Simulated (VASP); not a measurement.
# Ge in VASP: single point with RPBE

Aim: the single point of Ge with RPBE.

All numbers are computed with VASP 6.6.1; they aren't measurements. Logs are shortened: lines on timing, memory, paths and dates and some standing lists are left out, and cuts for length are marked.

**1. The cell of the first run**

The typed cell holds 2 atoms: a = 3.914 Å, b = 3.914 Å, c = 3.914 Å, α = 100.77°, β = 94.74°, γ = 136.93°.

**2. Single point, RPBE**

Contents of INCAR:

```
SYSTEM = Ge
PREC = Accurate
ENCUT = 520
EDIFF = 1E-6
ISMEAR = -4
SIGMA = 0.1
LREAL = .False.
LASPH = .True.
NELM = 60
ALGO = Normal
ISIF = 2
LWAVE = .False.
LCHARG = .False.
GGA = RP
NBANDS = 21
```

Contents of KPOINTS:

```
Automatic mesh
0
Gamma
  9 9 9
  0 0 0
```

Contents of POSCAR:

```
Ge
1.0
   -2.4958980000      2.6508630000      1.4369470000
    2.4958980000     -2.6508630000      1.4369470000
    2.4958980000      2.6508630000     -1.4369470000
Ge
2
Direct
    0.6671341332      0.9292542676      0.7601911989
    0.3382403568      0.1003300024      0.2604063211
```

Potentials or basis: VASP PAW PBE potentials, release 64 (Ge_d).

Run with:

```console
$ cat potpaw_PBE.64/Ge_d/POTCAR > POTCAR
$ mpirun -np 1 vasp_std > vasp.out
```

OUTCAR:

```text
SYSTEM = Ge
   PREC = Accurate
   ENCUT = 520
   EDIFF = 1E-6
   ISMEAR = -4
   LREAL = .False.
   LASPH = .True.
   NELM = 60
   ISIF = 2
   GGA = RP

 ion  position               nearest neighbor table
   1  0.667  0.929  0.760-   2 2.67   2 2.67   2 2.70   2 2.70
   2  0.338  0.100  0.260-   1 2.67   1 2.67   1 2.70   1 2.70

  LATTYP: Found a body centered orthorhombic cell.
 ALAT       =     2.8738940000
 B/A-ratio  =     1.7369450648
 C/A-ratio  =     1.8447882907

  Lattice vectors:

 A1 = (   2.4958980000,  -2.6508630000,   1.4369470000)
 A2 = (  -2.4958980000,  -2.6508630000,  -1.4369470000)
 A3 = (   2.4958980000,   2.6508630000,  -1.4369470000)

Analysis of symmetry for initial positions (statically):
=====================================================================
 Subroutine PRICEL returns:
 Original cell was already a primitive cell.

 Routine SETGRP: Setting up the symmetry group for a
 body centered orthorhombic supercell.

 Subroutine GETGRP returns: Found  2 space group operations
 (whereof  1 operations were pure point group operations)
 out of a pool of  8 trial point group operations.

The static configuration has the point symmetry C_1 .
 The point group associated with its full space group is S_2 .

Analysis of symmetry for dynamics (positions and initial velocities):
=====================================================================
 Subroutine PRICEL returns:
 Original cell was already a primitive cell.

 Routine SETGRP: Setting up the symmetry group for a
 body centered orthorhombic supercell.

 Subroutine GETGRP returns: Found  2 space group operations
 (whereof  1 operations were pure point group operations)
 out of a pool of  8 trial point group operations.

The dynamic configuration has the point symmetry C_1 .
 The point group associated with its full space group is S_2 .

 Subroutine INISYM returns: Found  2 space group operations
 (whereof  1 operations are pure point group operations),
 and found     1 'primitive' translations

----------------------------------------------------------------------------------------

                                     Primitive cell

  volume of cell :      38.0290

  direct lattice vectors                    reciprocal lattice vectors
    -2.495898000  2.650863000  1.436947000     0.000000000  0.188617820  0.347959946
     2.495898000 -2.650863000  1.436947000     0.200328699  0.000000000  0.347959946
     2.495898000  2.650863000 -1.436947000     0.200328699  0.188617820  0.000000000

  length of vectors
     3.914255760  3.914255760  3.914255760     0.395793893  0.401506801  0.275151358

  position of ions in fractional coordinates (direct lattice)
     0.667134133  0.929254268  0.760191199
     0.338240357  0.100330002  0.260406321

  ion indices of the primitive-cell ions
   primitive index   ion index
                 1           1
                 2           2

----------------------------------------------------------------------------------------

 KPOINTS: Automatic mesh

Automatic generation of k-mesh.
 Grid dimensions read from file:
 generate k-points for:    9    9    9

 Generating k-lattice:

  Cartesian coordinates                     Fractional coordinates (reciprocal lattice)
     0.000000000  0.020957536  0.038662216     0.111111111 -0.000000000  0.000000000
     0.022258744  0.000000000  0.038662216     0.000000000  0.111111111  0.000000000
     0.022258744  0.020957536  0.000000000     0.000000000 -0.000000000  0.111111111

  Length of vectors
     0.043977099  0.044611867  0.030572373

  Shift w.r.t. Gamma in fractional coordinates (k-lattice)
     0.000000000  0.000000000  0.000000000

 TETIRR: Found   2184 inequivalent tetrahedra from     4374

 Subroutine IBZKPT returns following result:
 ===========================================

 Found    365 irreducible k-points:

 Following reciprocal coordinates:
            Coordinates               Weight
  0.000000  0.000000  0.000000      1.000000
  0.111111 -0.000000  0.000000      2.000000
 -0.000000  0.111111 -0.111111      2.000000
  0.222222  0.000000 -0.000000      2.000000
  0.000000  0.222222 -0.222222      2.000000
  0.333333  0.000000  0.000000      2.000000
[... 16 lines left out ...]
 -0.000000 -0.444444  0.333333      2.000000
  0.444444  0.111111  0.000000      2.000000
 [... further k-points ...]
   k-points           NKPTS =    365   k-points in BZ     NKDIM =    365   number of bands    NBANDS=     21
   number of dos      NEDOS =    301   number of ions     NIONS =      2
   total plane-waves  NPLWV =  27000
   dimension x,y,z NGX =    30 NGY =   30 NGZ =   30
   dimension x,y,z NGXF=    60 NGYF=   60 NGZF=   60
   ions per type =               2
   NGX,Y,Z   is equivalent  to a cutoff of  12.74, 12.74, 12.74 a.u.
   NGXF,Y,Z  is equivalent  to a cutoff of  25.48, 25.48, 25.48 a.u.
 SYSTEM =  Ge
   PREC   = accura    normal or accurate (medium, high low for compatibility)
   ISTART =      0    job   : 0-new  1-cont  2-samecut
   ICHARG =      2    charge: 1-file 2-atom 10-const
   ISPIN  =      1    spin polarized calculation?
   LNONCOLLINEAR =      F non collinear calculations
   LSORBIT =      F    spin-orbit coupling
   LASPH  =      T    aspherical Exc in radial PAW
   ENCUT  =  520.0 eV  38.22 Ry    6.18 a.u.   7.28  7.28  7.28*2*pi/ulx,y,z
   NELM   =     60;   NELMIN=  2; NELMDL= -5     # of ELM steps
   EDIFF  = 0.1E-05   stopping-criterion for ELM
   LREAL  =      F    real-space projection
   EDIFFG = 0.1E-04   stopping-criterion for IOM
   NSW    =      0    number of steps for IOM
   IBRION =     -1    ionic relax: 0-MD 1-quasi-New 2-CG
   NFREE  =      0    steps in history (QN), initial steepest desc. (CG)
   ISIF   =      2    stress and relaxation
   ISYM   =      2    0-nonsym 1-usesym 2-fastsym
   POTIM  = 0.5000    time-step for ionic-motion
   TEBEG  =    0.0;   TEEND  =   0.0 temperature during run
   PSTRESS=    0.0 pullay stress
   NELECT =      28.0000    total number of electrons
   NUPDOWN=      -1.0000    fix difference up-down
   EMIN   =  10.00;   EMAX   =-10.00  energy-range for DOS
   EFERMI =   0.00;   METHOD = LEGACY
   ISMEAR =    -4;   SIGMA  =   0.10  broadening in eV -4-tet -1-fermi 0-gaus
   EFERMI_NEDOS =   21; number of points for ismear=-14 and -15
   IALGO  =     38    algorithm
   IMIX   =      4    mixing-type and parameters
     AMIX     =   0.40;   BMIX     =  1.00
     AMIX_MAG =   1.60;   BMIX_MAG =  1.00
  volume/ion in A,a.u.               =      19.01       128.32
  Fermi-wavevector in a.u.,A,eV,Ry     =   1.478277  2.793539 29.732860  2.185304
  Thomas-Fermi vector in A             =   2.592578
   LORBIT       =      0    0 simple, 1 ext, 2 COOP (PROOUT), +10 PAW based schemes
   GGA     = RP    functional components
   LHFCALC =     F    Hartree Fock is set to
   AEXX    =    0.0000 exact exchange contribution
   IVDW    =     0    specifies the selected vdW correction
   LEPSILON=     F    determine dielectric tensor
   LRPA    =     F    only Hartree local field effects (RPA)
 non-spin polarized calculation
 Fermi weights with tetrahedron method witout Bloechl corrections
  energy-cutoff  :      520.00
  volume of cell :       38.03
 maximum number of plane-waves:      1044
 NGX is ok and might be reduce to    30
   NGX = 15   NGY = 15   NGZ = 15

 number of electron      27.9999996 magnetization

 Free energy of the ion-electron system (eV)
  ---------------------------------------------------
  ext. energy  EPLUGINS =         0.00000000
  ---------------------------------------------------
  free energy    TOTEN  =        -7.63190533 eV

  energy without entropy =       -7.63190533  energy(sigma->0) =       -7.63190533

 E-fermi :   6.6292     XC(G=0): -11.0813

 val. band max:        7.1648430581   @ k =   0.2222   0.0000  -0.0000
 cond. band min:       6.1374749653   @ k =  -0.2222   0.4444  -0.4444
 fundamental gap:     -1.0273680928
 Fermi energy:         6.6291806908

 k-point     1 :       0.0000    0.0000    0.0000
  band No.  band energies     occupation
      1     -18.1557      2.00000
      2     -18.0983      2.00000
      3     -18.0858      2.00000
      4     -18.0819      2.00000
      5     -18.0376      2.00000
      6     -18.0068      2.00000
[... 13 lines left out ...]
     20      17.4373      0.00000
     21      19.3749      0.00000

 k-point     2 :       0.1111   -0.0000    0.0000
  band No.  band energies     occupation
      1     -18.1490      2.00000
      2     -18.0873      2.00000
      3     -18.0762      2.00000
      4     -18.0692      2.00000
      5     -18.0407      2.00000
      6     -18.0108      2.00000
[... 13 lines left out ...]
     20      17.1555      0.00000
     21      18.8431      0.00000

 k-point     3 :      -0.0000    0.1111   -0.1111
  band No.  band energies     occupation
      1     -18.1490      2.00000
      2     -18.0874      2.00000
      3     -18.0762      2.00000
      4     -18.0692      2.00000
      5     -18.0407      2.00000
      6     -18.0108      2.00000
[... 13 lines left out ...]
     20      17.1552      0.00000
     21      18.8431      0.00000

 k-point     4 :       0.2222    0.0000   -0.0000
  band No.  band energies     occupation
      1     -18.1312      2.00000
      2     -18.0623      2.00000
      3     -18.0609      2.00000
      4     -18.0466      2.00000
      5     -18.0333      2.00000
      6     -18.0133      2.00000
[... 13 lines left out ...]
     20      15.1956      0.00000
     21      18.7938      0.00000

 k-point     5 :       0.0000    0.2222   -0.2222
  band No.  band energies     occupation
      1     -18.1312      2.00000
      2     -18.0622      2.00000
      3     -18.0610      2.00000
      4     -18.0466      2.00000
      5     -18.0333      2.00000
      6     -18.0131      2.00000
[... 13 lines left out ...]
     20      15.1954      0.00000
     21      18.7939      0.00000

 k-point     6 :       0.3333    0.0000    0.0000
  band No.  band energies     occupation
      1     -18.1088      2.00000
      2     -18.0586      2.00000
      3     -18.0467      2.00000
      4     -18.0376      2.00000
      5     -18.0239      2.00000
      6     -18.0165      2.00000
[... 13 lines left out ...]
     20      14.4600      0.00000
     21      19.9295      0.00000

 k-point     7 :       0.0000    0.3333   -0.3333
  band No.  band energies     occupation
      1     -18.1086      2.00000
      2     -18.0585      2.00000
      3     -18.0469      2.00000
      4     -18.0375      2.00000
      5     -18.0238      2.00000
      6     -18.0168      2.00000
[... 13 lines left out ...]
     20      14.4586      0.00000
     21      19.9297      0.00000
[... 291 lines left out ...]
      1     -18.1078      2.00000
      2     -18.0631      2.00000
      3     -18.0507      2.00000
      4     -18.0368      2.00000
      5     -18.0284      2.00000
      6     -18.0145      2.00000
[... 13 lines left out ...]
     20      16.4884      0.00000
     21      19.7128      0.00000

 k-point    21 :       0.1111    0.3333   -0.4444
  band No.  band energies     occupation
      1     -18.1077      2.00000
      2     -18.0631      2.00000
      3     -18.0506      2.00000
      4     -18.0367      2.00000
      5     -18.0284      2.00000
      6     -18.0147      2.00000
[... 13 lines left out ...]
     20      16.4872      0.00000
     21      19.7123      0.00000

 k-point    22 :      -0.4444   -0.0000    0.1111
  band No.  band energies     occupation
      1     -18.1080      2.00000
      2     -18.0628      2.00000
      3     -18.0505      2.00000
      4     -18.0372      2.00000
      5     -18.0284      2.00000
      6     -18.0144      2.00000
[... 13 lines left out ...]
     20      16.4884      0.00000
     21      19.7131      0.00000

 k-point    23 :      -0.0000   -0.4444    0.3333
  band No.  band energies     occupation
      1     -18.1076      2.00000
      2     -18.0630      2.00000
      3     -18.0508      2.00000
      4     -18.0368      2.00000
      5     -18.0285      2.00000
      6     -18.0147      2.00000
[... 13 lines left out ...]
     20      16.4872      0.00000
     21      19.7122      0.00000

 k-point    24 :       0.4444    0.1111    0.0000
  band No.  band energies     occupation
      1     -18.0965      2.00000
      2     -18.0603      2.00000
      3     -18.0494      2.00000
      4     -18.0458      2.00000
      5     -18.0290      2.00000
      6     -18.0058      2.00000
[... 13 lines left out ...]
     20      17.2498      0.00000
     21      19.2012      0.00000

 [... further k-points ...]

------------------------ aborting loop because EDIFF is reached ----------------------------------------

  FORCE on cell =-STRESS in cart. coord.  units (eV):
  Direction    XX          YY          ZZ          XY          YZ          ZX
  --------------------------------------------------------------------------------------
  -------------------------------------------------------------------------------------
  Total        1.0513053      0.5074229      0.8205442      0.0117571      0.0101658      0.0584045
  in kB       44.2919270     21.3779358     34.5698678      0.4953327      0.4282911      2.4606072
  external PRESSURE =      33.4132435 kB  Pullay stress =       0.0000000 kB

 VOLUME and BASIS-vectors are now :
 -----------------------------------------------------------------------------
  energy-cutoff  :      520.00
  volume of cell :       38.03
      direct lattice vectors                 reciprocal lattice vectors
    -2.495898000  2.650863000  1.436947000     0.000000000  0.188617820  0.347959946
     2.495898000 -2.650863000  1.436947000     0.200328699  0.000000000  0.347959946
     2.495898000  2.650863000 -1.436947000     0.200328699  0.188617820  0.000000000

 POSITION                                       TOTAL-FORCE (eV/Angst)
 -----------------------------------------------------------------------------------
      2.55158      1.32032      1.20157        -0.012193      0.012021     -0.007310
      0.05615      1.32097      0.25601         0.012193     -0.012021      0.007310
 -----------------------------------------------------------------------------------
    total drift:                                0.000151     -0.000001     -0.000050

  FREE ENERGIE OF THE ION-ELECTRON SYSTEM (eV)
  ---------------------------------------------------
  free  energy   TOTEN  =        -7.6319053298 eV

  energy  without entropy=       -7.6319053298  energy(sigma->0) =       -7.63190533
```

Wall time 5.7 min (1 thread of Intel Xeon 8259CL, shared host); peak memory 0.35 GiB.

Results:

```
Free energy            : -7.6319 eV
Pressure               : 3.3 GPa
Largest force          : 0.019 eV/Å
Band gap on the k mesh : zero (band 14 reaches 8.56 eV, above the bottom of band 15 at 3.18 eV)
```

Forces on the atoms (eV/Å):
```
Ge  -0.012  0.012 -0.007
Ge   0.012 -0.012  0.007
```

Levels at points of the mesh, in eV from the Fermi level:
```tsv
k point	band 12	band 13	band 14	band 15	band 16	band 17
(0.00, 0.00, 0.00)	-3.74	-2.40	-1.83	3.46	6.88	7.28
```

Caveat: the PAW data sets were made with another functional, which shifts forces and pressure a little.
